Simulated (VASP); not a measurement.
# HgTe (I-4m2) in VASP: a series of runs

The runs below take HgTe through single point, with PBE.

Program: VASP 6.6.1. These are calculated values, not measurements. Logs are shortened: lines on timing, memory, paths and dates and some standing lists are left out, and cuts for length are marked.

## 1. The cell of the first run

Symmetry: I-4m2, No. 119, tetragonal system. The conventional cell has a = 4.627 Å, b = 4.627 Å, c = 6.350 Å, α = 90.00°, β = 90.00°, γ = 90.00°. Within 3.7 Å of Hg (site symmetry -4m2) lie 4 Te at 2.81 Å. Te (site symmetry -4m2) has 4 Hg at 2.81 Å within 3.7 Å.

## 2. Single point, PBE (strain +0.015 along x and y, -0.015 along z)

Input file INCAR:

```
ALGO = Normal ; EDIFF = 1E-6
ENCUT = 520 ; GGA = PE
ISIF = 2 ; ISMEAR = 0
LASPH = T ; LCHARG = F
LREAL = F ; LWAVE = F
NBANDS = 16 ; NELM = 60
PREC = Accurate ; SIGMA = 0.15
```

Input file KPOINTS:

```
k-points
0
Gamma
  14 14 14
```

Input file POSCAR:

```
HgTe
1.0
    0.0000000000      3.2718525000      3.1751475000
    3.2718525000      0.0000000000      3.1751475000
    3.2718525000      3.2718525000      0.0000000000
Hg Te
1 1
Direct
    0.0000000000      0.0000000000      0.0000000000
    0.7500000000      0.7500000000      0.7500000000
```

Potentials or basis: VASP PAW PBE potentials, release 64 (Hg, Te).

On the command line:

```bash
> cat potpaw_PBE.64/Hg/POTCAR potpaw_PBE.64/Te/POTCAR > POTCAR
> mpirun -np 1 vasp_std > vasp.out
```

OUTCAR:

```text
EDIFF = 1E-6
   ENCUT = 520
   GGA = PE
   ISIF = 2
   ISMEAR = 0
   LASPH = T
   LREAL = F
   NELM = 60
   PREC = Accurate

 ion  position               nearest neighbor table
   1  0.000  0.000  0.000-   2 2.81   2 2.81   2 2.81   2 2.81
   2  0.750  0.750  0.750-   1 2.81   1 2.81   1 2.81   1 2.81

  LATTYP: Found a body centered tetragonal cell.
 ALAT       =     4.6270981796
 C/A-ratio  =     1.3724141467

  Lattice vectors:

 A1 = (   0.0000000000,  -3.2718525000,  -3.1751475000)
 A2 = (   0.0000000000,   3.2718525000,  -3.1751475000)
 A3 = (   3.2718525000,   0.0000000000,   3.1751475000)

Analysis of symmetry for initial positions (statically):
=====================================================================
 Subroutine PRICEL returns:
 Original cell was already a primitive cell.

 Routine SETGRP: Setting up the symmetry group for a
 body centered tetragonal supercell.

 Subroutine GETGRP returns: Found  8 space group operations
 (whereof  8 operations were pure point group operations)
 out of a pool of 16 trial point group operations.

The static configuration has the point symmetry D_2d.

Analysis of symmetry for dynamics (positions and initial velocities):
=====================================================================
 Subroutine PRICEL returns:
 Original cell was already a primitive cell.

 Routine SETGRP: Setting up the symmetry group for a
 body centered tetragonal supercell.

 Subroutine GETGRP returns: Found  8 space group operations
 (whereof  8 operations were pure point group operations)
 out of a pool of 16 trial point group operations.

The dynamic configuration has the point symmetry D_2d.

 Subroutine INISYM returns: Found  8 space group operations
 (whereof  8 operations are pure point group operations),
 and found     1 'primitive' translations

----------------------------------------------------------------------------------------

                                     Primitive cell

  volume of cell :      67.9800

  direct lattice vectors                    reciprocal lattice vectors
     0.000000000  3.271852500  3.175147500    -0.152818625  0.152818625  0.157472999
     3.271852500  0.000000000  3.175147500     0.152818625 -0.152818625  0.157472999
     3.271852500  3.271852500  0.000000000     0.152818625  0.152818625 -0.157472999

  length of vectors
     4.559230245  4.559230245  4.627098180     0.267403833  0.267403833  0.267403833

  position of ions in fractional coordinates (direct lattice)
     0.000000000  0.000000000  0.000000000
     0.750000000  0.750000000  0.750000000

  ion indices of the primitive-cell ions
   primitive index   ion index
                 1           1
                 2           2

----------------------------------------------------------------------------------------

 KPOINTS: k-points

Automatic generation of k-mesh.
 Grid dimensions read from file:
 generate k-points for:   14   14   14

 Generating k-lattice:

  Cartesian coordinates                     Fractional coordinates (reciprocal lattice)
    -0.010915616  0.010915616  0.011248071     0.071428571  0.000000000  0.000000000
     0.010915616 -0.010915616  0.011248071     0.000000000  0.071428571  0.000000000
     0.010915616  0.010915616 -0.011248071     0.000000000  0.000000000  0.071428571

  Length of vectors
     0.019100274  0.019100274  0.019100274

  Shift w.r.t. Gamma in fractional coordinates (k-lattice)
     0.000000000  0.000000000  0.000000000

 Subroutine IBZKPT returns following result:
 ===========================================

 Found    244 irreducible k-points:

 Following reciprocal coordinates:
            Coordinates               Weight
  0.000000  0.000000  0.000000      1.000000
  0.071429  0.000000  0.000000      8.000000
  0.142857  0.000000  0.000000      8.000000
  0.214286  0.000000  0.000000      8.000000
  0.285714  0.000000  0.000000      8.000000
  0.357143  0.000000  0.000000      8.000000
[... 16 lines left out ...]
  0.214286  0.142857  0.000000      8.000000
  0.285714  0.142857  0.000000      8.000000
 [... further k-points ...]
   k-points           NKPTS =    244   k-points in BZ     NKDIM =    244   number of bands    NBANDS=     16
   number of dos      NEDOS =    301   number of ions     NIONS =      2
   total plane-waves  NPLWV =  46656
   dimension x,y,z NGX =    36 NGY =   36 NGZ =   36
   dimension x,y,z NGXF=    72 NGYF=   72 NGZF=   72
   ions per type =               1   1
   NGX,Y,Z   is equivalent  to a cutoff of  13.13, 13.13, 12.93 a.u.
   NGXF,Y,Z  is equivalent  to a cutoff of  26.25, 26.25, 25.87 a.u.
 SYSTEM =  unknown system
   PREC   = accura    normal or accurate (medium, high low for compatibility)
   ISTART =      0    job   : 0-new  1-cont  2-samecut
   ICHARG =      2    charge: 1-file 2-atom 10-const
   ISPIN  =      1    spin polarized calculation?
   LNONCOLLINEAR =      F non collinear calculations
   LSORBIT =      F    spin-orbit coupling
   LASPH  =      T    aspherical Exc in radial PAW
   ENCUT  =  520.0 eV  38.22 Ry    6.18 a.u.   8.48  8.48  8.60*2*pi/ulx,y,z
   NELM   =     60;   NELMIN=  2; NELMDL= -5     # of ELM steps
   EDIFF  = 0.1E-05   stopping-criterion for ELM
   LREAL  =      F    real-space projection
[... 7 lines left out ...]
   TEBEG  =    0.0;   TEEND  =   0.0 temperature during run
   PSTRESS=    0.0 pullay stress
   NELECT =      18.0000    total number of electrons
   NUPDOWN=      -1.0000    fix difference up-down
   EMIN   =  10.00;   EMAX   =-10.00  energy-range for DOS
   EFERMI =   0.00;   METHOD = LEGACY
   ISMEAR =     0;   SIGMA  =   0.15  broadening in eV -4-tet -1-fermi 0-gaus
   EFERMI_NEDOS =   21; number of points for ismear=-14 and -15
   IALGO  =     38    algorithm
   IMIX   =      4    mixing-type and parameters
     AMIX     =   0.40;   BMIX     =  1.00
     AMIX_MAG =   1.60;   BMIX_MAG =  1.00
  volume/ion in A,a.u.               =      33.99       229.38
  Fermi-wavevector in a.u.,A,eV,Ry     =   1.051248  1.986571 15.036105  1.105123
  Thomas-Fermi vector in A             =   2.186284
   LORBIT       =      0    0 simple, 1 ext, 2 COOP (PROOUT), +10 PAW based schemes
   GGA     = PE    functional components
   LHFCALC =     F    Hartree Fock is set to
   AEXX    =    0.0000 exact exchange contribution
   IVDW    =     0    specifies the selected vdW correction
   LEPSILON=     F    determine dielectric tensor
   LRPA    =     F    only Hartree local field effects (RPA)
 non-spin polarized calculation
 Gauss-broadening in eV      SIGMA  =   0.15
  energy-cutoff  :      520.00
  volume of cell :       67.98
 maximum number of plane-waves:      1859
 NGX is ok and might be reduce to    36
   NGX = 17   NGY = 17   NGZ = 17

 number of electron      18.0000001 magnetization

 Free energy of the ion-electron system (eV)
  ---------------------------------------------------
  ext. energy  EPLUGINS =         0.00000000
  ---------------------------------------------------
  free energy    TOTEN  =        -3.59457633 eV

  energy without entropy =       -3.59435921  energy(sigma->0) =       -3.59446777

 E-fermi :   3.1665     XC(G=0):  -8.7138

 val. band max:        3.0862265793   @ k =   0.0000   0.0000   0.0000
 cond. band min:       3.3843565097   @ k =   0.0714   0.0000   0.0000
 fundamental gap:      0.2981299304
 Fermi energy:         3.1664931828

 k-point     1 :       0.0000    0.0000    0.0000
  band No.  band energies     occupation
      1      -8.9121      2.00000
      2      -4.2896      2.00000
      3      -4.2896      2.00000
      4      -4.2829      2.00000
      5      -3.7768      2.00000
      6      -3.7567      2.00000
[... 8 lines left out ...]
     15      12.3767      0.00000
     16      12.7229      0.00000

 k-point     2 :       0.0714    0.0000    0.0000
  band No.  band energies     occupation
      1      -8.8866      2.00000
      2      -4.2825      2.00000
      3      -4.2824      2.00000
      4      -4.2742      2.00000
      5      -3.7773      2.00000
      6      -3.7579      2.00000
[... 8 lines left out ...]
     15      11.9537      0.00000
     16      12.1936      0.00000

 k-point     3 :       0.1429    0.0000    0.0000
  band No.  band energies     occupation
      1      -8.8140      2.00000
      2      -4.2632      2.00000
      3      -4.2607      2.00000
      4      -4.2452      2.00000
      5      -3.7778      2.00000
      6      -3.7604      2.00000
[... 8 lines left out ...]
     15      11.5683      0.00000
     16      11.7798      0.00000

 k-point     4 :       0.2143    0.0000    0.0000
  band No.  band energies     occupation
      1      -8.7056      2.00000
      2      -4.2369      2.00000
      3      -4.2313      2.00000
      4      -4.1808      2.00000
      5      -3.7759      2.00000
      6      -3.7621      2.00000
[... 8 lines left out ...]
     15      11.4383      0.00000
     16      11.6142      0.00000

 k-point     5 :       0.2857    0.0000    0.0000
  band No.  band energies     occupation
      1      -8.5805      2.00000
      2      -4.2106      2.00000
      3      -4.2019      2.00000
      4      -4.0616      2.00000
      5      -3.7695      2.00000
      6      -3.7603      2.00000
[... 8 lines left out ...]
     15      11.6223      0.00000
     16      11.6897      0.00000

 k-point     6 :       0.3571    0.0000    0.0000
  band No.  band energies     occupation
      1      -8.4631      2.00000
      2      -4.1902      2.00000
      3      -4.1782      2.00000
      4      -3.8735      2.00000
      5      -3.7591      2.00000
      6      -3.7535      2.00000
[... 8 lines left out ...]
     15      12.0644      0.00000
     16      12.0994      0.00000

 k-point     7 :       0.4286    0.0000    0.0000
  band No.  band energies     occupation
      1      -8.3792      2.00000
      2      -4.1781      2.00000
      3      -4.1637      2.00000
      4      -3.7529      2.00000
      5      -3.7490      2.00000
      6      -3.6211      2.00000
[... 8 lines left out ...]
     15      12.6236      0.00000
     16      12.7439      0.00000

 k-point     8 :       0.5000    0.0000    0.0000
  band No.  band energies     occupation
      1      -8.3487      2.00000
      2      -4.1742      2.00000
      3      -4.1589      2.00000
      4      -3.7489      2.00000
      5      -3.7448      2.00000
      6      -3.4653      2.00000
[... 8 lines left out ...]
     15      12.9718      0.00000
     16      13.1577      0.00000

 k-point     9 :       0.0714    0.0714    0.0000
  band No.  band energies     occupation
      1      -8.8773      2.00000
      2      -4.2802      2.00000
      3      -4.2760      2.00000
      4      -4.2760      2.00000
      5      -3.7734      2.00000
      6      -3.7618      2.00000
[... 8 lines left out ...]
     15      11.8450      0.00000
     16      12.4057      0.00000
[... 172 lines left out ...]
 k-point    19 :      -0.2143    0.0714    0.0000
  band No.  band energies     occupation
      1      -8.6480      2.00000
      2      -4.2276      2.00000
      3      -4.2048      2.00000
      4      -4.1419      2.00000
      5      -3.7852      2.00000
      6      -3.7540      2.00000
[... 8 lines left out ...]
     15      11.0813      0.00000
     16      12.0793      0.00000

 k-point    20 :      -0.1429    0.0714    0.0000
  band No.  band energies     occupation
      1      -8.7620      2.00000
      2      -4.2545      2.00000
      3      -4.2355      2.00000
      4      -4.2227      2.00000
      5      -3.7856      2.00000
      6      -3.7554      2.00000
[... 8 lines left out ...]
     15      11.1228      0.00000
     16      11.6440      0.00000

 k-point    21 :      -0.0714    0.0714    0.0000
  band No.  band energies     occupation
      1      -8.8462      2.00000
      2      -4.2747      2.00000
      3      -4.2687      2.00000
      4      -4.2565      2.00000
      5      -3.7820      2.00000
      6      -3.7561      2.00000
[... 8 lines left out ...]
     15      11.4432      0.00000
     16      11.7798      0.00000

 k-point    22 :       0.1429    0.1429    0.0000
  band No.  band energies     occupation
      1      -8.7780      2.00000
      2      -4.2679      2.00000
      3      -4.2364      2.00000
      4      -4.2364      2.00000
      5      -3.7740      2.00000
      6      -3.7638      2.00000
[... 8 lines left out ...]
     15      11.2639      0.00000
     16      12.4916      0.00000

 k-point    23 :       0.2143    0.1429    0.0000
  band No.  band energies     occupation
      1      -8.6957      2.00000
      2      -4.2496      2.00000
      3      -4.2075      2.00000
      4      -4.1983      2.00000
      5      -3.7784      2.00000
      6      -3.7577      2.00000
[... 8 lines left out ...]
     15      11.8469      0.00000
     16      12.3966      0.00000

 k-point    24 :       0.2857    0.1429    0.0000
  band No.  band energies     occupation
      1      -8.5865      2.00000
      2      -4.2191      2.00000
      3      -4.1772      2.00000
      4      -4.1262      2.00000
      5      -3.7738      2.00000
      6      -3.7509      2.00000
[... 8 lines left out ...]
     15      12.1407      0.00000
     16      12.4173      0.00000

 [... further k-points ...]
[... 5 lines left out ...]
  --------------------------------------------------------------------------------------
  -------------------------------------------------------------------------------------
  Total        1.3699650      1.3699650      1.5199629      0.0000000      0.0000000      0.0000000
  in kB       32.2878201     32.2878201     35.8230231      0.0000000      0.0000000      0.0000000
  external PRESSURE =      33.4662211 kB  Pullay stress =       0.0000000 kB

 VOLUME and BASIS-vectors are now :
 -----------------------------------------------------------------------------
  energy-cutoff  :      520.00
  volume of cell :       67.98
      direct lattice vectors                 reciprocal lattice vectors
     0.000000000  3.271852500  3.175147500    -0.152818625  0.152818625  0.157472999
     3.271852500  0.000000000  3.175147500     0.152818625 -0.152818625  0.157472999
     3.271852500  3.271852500  0.000000000     0.152818625  0.152818625 -0.157472999

 POSITION                                       TOTAL-FORCE (eV/Angst)
 -----------------------------------------------------------------------------------
      0.00000      0.00000      0.00000         0.000000      0.000000     -0.000000
      4.90778      4.90778      4.76272        -0.000000     -0.000000      0.000000
 -----------------------------------------------------------------------------------
    total drift:                                0.000000      0.000000     -0.000000

  FREE ENERGIE OF THE ION-ELECTRON SYSTEM (eV)
  ---------------------------------------------------
  free  energy   TOTEN  =        -3.5945763270 eV

  energy  without entropy=       -3.5943592080  energy(sigma->0) =       -3.59446777
```

Wall time 5.4 min (1 thread of Intel Xeon 8259CL, shared host); peak memory 0.42 GiB.

What came out:

```yaml
Free_energy: -3.5946 eV
Pressure: 3.3 GPa
Band_gap_on_the_k_mesh: 0.09 eV
```

Caveat: the cell differs from its parent crystal (strain +0.015 along x and y, -0.015 along z); the cell stands under pressure; the smearing spreads over this small gap; spin-orbit coupling is left out, which moves the levels of the heavy elements. A k mesh can miss the band edges.

(Part 1 of 3 ends here.)

The gap in the log of VASP goes by the Fermi energy; the results here count the filled bands.